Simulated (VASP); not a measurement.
# SrTiO3 (P4/mmm) in VASP: a series of runs, part 2 of 2

VASP 6.6.1. The steps go on from the part before.

**4. Single point, r2SCAN+U**

This run uses another cell than the first one, of 11.31 Å³/atom.

POSCAR reads:

```
SrTiO3
1.0
    3.7414142415      0.0000000000      0.0000000000
    0.0000000000      3.7414142415      0.0000000000
    0.0000000000      0.0000000000      4.0413896756
Sr Ti O
1 1 3
Direct
    0.0000000000      0.0000000000      0.0000000000
    0.5000000000      0.5000000000      0.5000000000
    0.5000000000      0.0000000000      0.5000000000
    0.5000000000      0.5000000000      0.0000000000
    0.0000000000      0.5000000000      0.5000000000
```

INCAR.step1 reads:

```
PREC = Accurate ; ENCUT = 520
ISMEAR = 0 ; SIGMA = 0.02
LREAL = False ; LASPH = True
NELM = 150 ; LMAXMIX = 4
LDAU = True ; LDAUTYPE = 2
LDAUL = -1 2 -1 ; LDAUU = 0 4 0
LDAUJ = 0 0 0 ; NBANDS = 28
GGA = PE ; ALGO = Normal
EDIFF = 1E-4 ; LWAVE = True
LCHARG = False
```

INCAR.step2 reads:

```
PREC = Accurate ; ENCUT = 520
EDIFF = 1E-7 ; ISMEAR = 0
SIGMA = 0.02 ; LREAL = False
LASPH = True ; NELM = 150
ALGO = Normal ; ISIF = 2
LWAVE = False ; LCHARG = True
LMAXMIX = 4 ; LDAU = True
LDAUTYPE = 2 ; LDAUL = -1 2 -1
LDAUU = 0 4 0 ; LDAUJ = 0 0 0
LDAUPRINT = 1 ; METAGGA = R2SCAN
LMIXTAU = True ; LELF = True
LVHAR = True ; NBANDS = 28
ISTART = 1
```

KPOINTS reads:

```
regular mesh
0
Gamma
  6 6 6
```

Potentials or basis: VASP PAW PBE potentials, release 64 (Sr_sv, Ti_sv, O).

Run with:

```bash
$ cat potpaw_PBE.64/Sr_sv/POTCAR potpaw_PBE.64/Ti_sv/POTCAR potpaw_PBE.64/O/POTCAR > POTCAR
$ cp INCAR.step1 INCAR
$ mpirun -np 1 vasp_std > vasp.out
$ cp INCAR.step2 INCAR
$ mpirun -np 1 vasp_std > vasp.out
```

OUTCAR:

```text
PREC = Accurate
   ENCUT = 520
   EDIFF = 1E-7
   ISMEAR = 0
   LREAL = False
   LASPH = True
   NELM = 150
   ISIF = 2
   METAGGA = R2SCAN
   ISTART = 1

 ion  position               nearest neighbor table
   1  0.000  0.000  0.000-   4 2.65   4 2.65   4 2.65   4 2.65   5 2.75   3 2.75   5 2.75   5 2.75
                             3 2.75   5 2.75   3 2.75   3 2.75   2 3.33   2 3.33   2 3.33   2 3.33
   2  0.500  0.500  0.500-   3 1.87   5 1.87   3 1.87   5 1.87   4 2.02   4 2.02   1 3.33   1 3.33
                             1 3.33   1 3.33   1 3.33   1 3.33   1 3.33   1 3.33
   3  0.500  0.000  0.500-   2 1.87   2 1.87   1 2.75   1 2.75   1 2.75   1 2.75
   4  0.500  0.500  0.000-   2 2.02   2 2.02   1 2.65   1 2.65   1 2.65   1 2.65
   5  0.000  0.500  0.500-   2 1.87   2 1.87   1 2.75   1 2.75   1 2.75   1 2.75

  LATTYP: Found a simple tetragonal cell.
 ALAT       =     3.7414142415
 C/A-ratio  =     1.0801770172

  Lattice vectors:

 A1 = (   3.7414142415,   0.0000000000,   0.0000000000)
 A2 = (   0.0000000000,   3.7414142415,   0.0000000000)
 A3 = (   0.0000000000,   0.0000000000,   4.0413896756)

Analysis of symmetry for initial positions (statically):
=====================================================================
 Subroutine PRICEL returns:
 Original cell was already a primitive cell.

 Routine SETGRP: Setting up the symmetry group for a
 simple tetragonal supercell.

 Subroutine GETGRP returns: Found 16 space group operations
 (whereof 16 operations were pure point group operations)
 out of a pool of 16 trial point group operations.

The static configuration has the point symmetry D_4h.

Analysis of symmetry for dynamics (positions and initial velocities):
=====================================================================
 Subroutine PRICEL returns:
 Original cell was already a primitive cell.

 Routine SETGRP: Setting up the symmetry group for a
 simple tetragonal supercell.

 Subroutine GETGRP returns: Found 16 space group operations
 (whereof 16 operations were pure point group operations)
 out of a pool of 16 trial point group operations.

The dynamic configuration has the point symmetry D_4h.

 Subroutine INISYM returns: Found 16 space group operations
 (whereof 16 operations are pure point group operations),
 and found     1 'primitive' translations

----------------------------------------------------------------------------------------

                                     Primitive cell

  volume of cell :      56.5721

  direct lattice vectors                    reciprocal lattice vectors
     3.741414241  0.000000000  0.000000000     0.267278611  0.000000000  0.000000000
     0.000000000  3.741414241  0.000000000     0.000000000  0.267278611  0.000000000
     0.000000000  0.000000000  4.041389676     0.000000000  0.000000000  0.247439638

  length of vectors
     3.741414241  3.741414241  4.041389676     0.267278611  0.267278611  0.247439638

  position of ions in fractional coordinates (direct lattice)
     0.000000000  0.000000000  0.000000000
     0.500000000  0.500000000  0.500000000
     0.500000000  0.000000000  0.500000000
     0.500000000  0.500000000  0.000000000
     0.000000000  0.500000000  0.500000000

  ion indices of the primitive-cell ions
   primitive index   ion index
[... 98 lines left out ...]
  volume/ion in A,a.u.               =      11.31        76.35
  Fermi-wavevector in a.u.,A,eV,Ry     =   1.458458  2.756087 28.940966  2.127101
  Thomas-Fermi vector in A             =   2.575140
   LORBIT       =      0    0 simple, 1 ext, 2 COOP (PROOUT), +10 PAW based schemes
 LDA+U is selected, type is set to LDAUTYPE =  2
   angular momentum for each species LDAUL =    -1    2   -1
   U (eV)           for each species LDAUU =   0.0  4.0  0.0
   J (eV)           for each species LDAUJ =   0.0  0.0  0.0
   METAGGA = R2SCAN    functional components
   LHFCALC =     F    Hartree Fock is set to
   AEXX    =    0.0000 exact exchange contribution
   IVDW    =     0    specifies the selected vdW correction
   LEPSILON=     F    determine dielectric tensor
   LRPA    =     F    only Hartree local field effects (RPA)
 non-spin polarized calculation
 Gauss-broadening in eV      SIGMA  =   0.02
  energy-cutoff  :      520.00
  volume of cell :       56.57
 maximum number of plane-waves:      1542
 NGX is ok and might be reduce to    28
   NGX = 13   NGY = 13   NGZ = 15

atom =   2  type =  2  l = 2

 onsite density matrix

spin component  1

  0.1106 -0.0000  0.0000  0.0000 -0.0000
 -0.0000  0.0950  0.0000  0.0000  0.0000
  0.0000  0.0000  0.2397 -0.0000 -0.0000
  0.0000  0.0000 -0.0000  0.0950  0.0000
 -0.0000  0.0000 -0.0000  0.0000  0.2945

spin component  2

  0.1106 -0.0000  0.0000  0.0000 -0.0000
 -0.0000  0.0950  0.0000  0.0000  0.0000
  0.0000  0.0000  0.2397 -0.0000 -0.0000
  0.0000  0.0000 -0.0000  0.0950  0.0000
 -0.0000  0.0000 -0.0000  0.0000  0.2945

 occupancies and eigenvectors

  o =  0.0950  v =  0.0000  0.1919 -0.0000  0.9814  0.0000  0.0000  0.0000  0.0000  0.0000  0.0000      0.0000  0.0000  0.0000  0.0000  0.0000  0.0000  0.0000  0.0000  0.0000  0.0000
  o =  0.0950  v =  0.0000  0.0000  0.0000  0.0000  0.0000  0.0000  0.1919 -0.0000  0.9814  0.0000      0.0000  0.0000  0.0000  0.0000  0.0000  0.0000  0.0000  0.0000  0.0000  0.0000
  o =  0.0950  v =  0.0000  0.9814 -0.0000 -0.1919  0.0000  0.0000  0.0000  0.0000  0.0000  0.0000      0.0000  0.0000  0.0000  0.0000  0.0000  0.0000  0.0000  0.0000  0.0000  0.0000
  o =  0.0950  v =  0.0000  0.0000  0.0000  0.0000  0.0000  0.0000  0.9814 -0.0000 -0.1919  0.0000      0.0000  0.0000  0.0000  0.0000  0.0000  0.0000  0.0000  0.0000  0.0000  0.0000
  o =  0.1106  v =  1.0000  0.0000  0.0000  0.0000  0.0000  0.0000  0.0000  0.0000  0.0000  0.0000      0.0000  0.0000  0.0000  0.0000  0.0000  0.0000  0.0000  0.0000  0.0000  0.0000
  o =  0.1106  v =  0.0000  0.0000  0.0000  0.0000  0.0000  1.0000  0.0000  0.0000  0.0000  0.0000      0.0000  0.0000  0.0000  0.0000  0.0000  0.0000  0.0000  0.0000  0.0000  0.0000
  o =  0.2397  v =  0.0000  0.0000  1.0000  0.0000  0.0000  0.0000  0.0000  0.0000  0.0000  0.0000      0.0000  0.0000  0.0000  0.0000  0.0000  0.0000  0.0000  0.0000  0.0000  0.0000
  o =  0.2397  v =  0.0000  0.0000  0.0000  0.0000  0.0000  0.0000  0.0000  1.0000  0.0000  0.0000      0.0000  0.0000  0.0000  0.0000  0.0000  0.0000  0.0000  0.0000  0.0000  0.0000
  o =  0.2945  v =  0.0000  0.0000  0.0000  0.0000  0.0000  0.0000 -0.0000 -0.0000  0.0000  1.0000      0.0000  0.0000  0.0000  0.0000  0.0000  0.0000  0.0000  0.0000  0.0000  0.0000
  o =  0.2945  v =  0.0000 -0.0000 -0.0000  0.0000  1.0000  0.0000  0.0000  0.0000  0.0000  0.0000      0.0000  0.0000  0.0000  0.0000  0.0000  0.0000  0.0000  0.0000  0.0000  0.0000

 number of electron      39.9999977 magnetization

 Free energy of the ion-electron system (eV)
  ---------------------------------------------------
  ext. energy  EPLUGINS =         0.00000000
  ---------------------------------------------------
  free energy    TOTEN  =       -60.25100284 eV

  energy without entropy =      -60.25100284  energy(sigma->0) =      -60.25100284

 E-fermi :   4.6291     XC(G=0): -12.2308

 val. band max:        4.5473162379   @ k =   0.5000   0.5000   0.5000
 cond. band min:       7.3723423565   @ k =   0.0000   0.0000   0.0000
 fundamental gap:      2.8250261186
 Fermi energy:         4.6291490620

 k-point     1 :       0.0000    0.0000    0.0000
  band No.  band energies     occupation
      1     -54.9455      2.00000
      2     -30.1645      2.00000
      3     -30.1645      2.00000
      4     -30.0988      2.00000
      5     -29.3022      2.00000
      6     -14.3468      2.00000
[... 733 lines left out ...]
     27      13.4830      0.00000
     28      14.3646      0.00000

 [... further k-points ...]
[... 5 lines left out ...]
  --------------------------------------------------------------------------------------
  -------------------------------------------------------------------------------------
  Total        9.5883273      9.5883273      0.8616711      0.0000000      0.0000000      0.0000000
  in kB      271.5508171    271.5508171     24.4033692      0.0000000      0.0000000      0.0000000
  external PRESSURE =     189.1683345 kB  Pullay stress =       0.0000000 kB

 VOLUME and BASIS-vectors are now :
 -----------------------------------------------------------------------------
  energy-cutoff  :      520.00
  volume of cell :       56.57
      direct lattice vectors                 reciprocal lattice vectors
     3.741414241  0.000000000  0.000000000     0.267278611  0.000000000  0.000000000
     0.000000000  3.741414241  0.000000000     0.000000000  0.267278611  0.000000000
     0.000000000  0.000000000  4.041389676     0.000000000  0.000000000  0.247439638

 POSITION                                       TOTAL-FORCE (eV/Angst)
 -----------------------------------------------------------------------------------
      0.00000      0.00000      0.00000         0.000000      0.000000      0.000000
      1.87071      1.87071      2.02069         0.000000      0.000000      0.000000
      1.87071      0.00000      2.02069         0.000000      0.000000      0.000000
      1.87071      1.87071      0.00000         0.000000      0.000000      0.000000
      0.00000      1.87071      2.02069         0.000000      0.000000      0.000000
 -----------------------------------------------------------------------------------
    total drift:                                0.000000      0.000000      0.000000

  FREE ENERGIE OF THE ION-ELECTRON SYSTEM (eV)
  ---------------------------------------------------
  free  energy   TOTEN  =       -60.2510028388 eV

  energy  without entropy=      -60.2510028388  energy(sigma->0) =      -60.25100284
```

Run time: 1.9 min. Hardware: 1 thread of Intel Xeon 6975P-C (Granite Rapids), shared host; peak memory 0.21 GiB.

What came out:

```yaml
Free_energy: -60.2510 eV
Pressure: 18.9 GPa
Band_gap_on_the_k_mesh: 2.83 eV (least direct gap 3.34 eV)
```

Levels at points of the mesh, in eV from the valence-band top:
```csv
k point,band 17,band 18,band 19,band 20,band 21,band 22,band 23,band 24
"(0.00, 0.00, 0.00)",-1.34,-0.60,-0.52,-0.52,2.83,2.83,2.96,4.61
"(0.50, 0.00, 0.00)",-2.71,-2.35,-1.04,-0.97,3.10,4.76,5.17,5.19
"(0.50, 0.50, 0.00)",-2.08,-1.52,-1.52,-0.06,5.21,5.21,5.54,5.77
"(0.00, 0.00, 0.50)",-2.01,-2.01,-0.88,-0.88,3.11,4.45,4.45,5.21
"(0.50, 0.00, 0.50)",-2.00,-1.98,-1.97,-0.43,4.48,5.18,5.41,6.23
"(0.50, 0.50, 0.50)",-3.80,-0.24,-0.24,0.00,5.67,5.67,6.00,7.42
```

Eigenvalues of the final occupation matrices:
```tsv
site	spin	trace	eigenvalues
site 2 d	1	0.83	0.10 0.10 0.11 0.24 0.29
site 2 d	2	0.83	0.10 0.10 0.11 0.24 0.29
```

Caveat: the stress differs along the axes, from 2 to 27 GPa; the PAW data sets were made with another functional, which shifts forces and pressure a little.
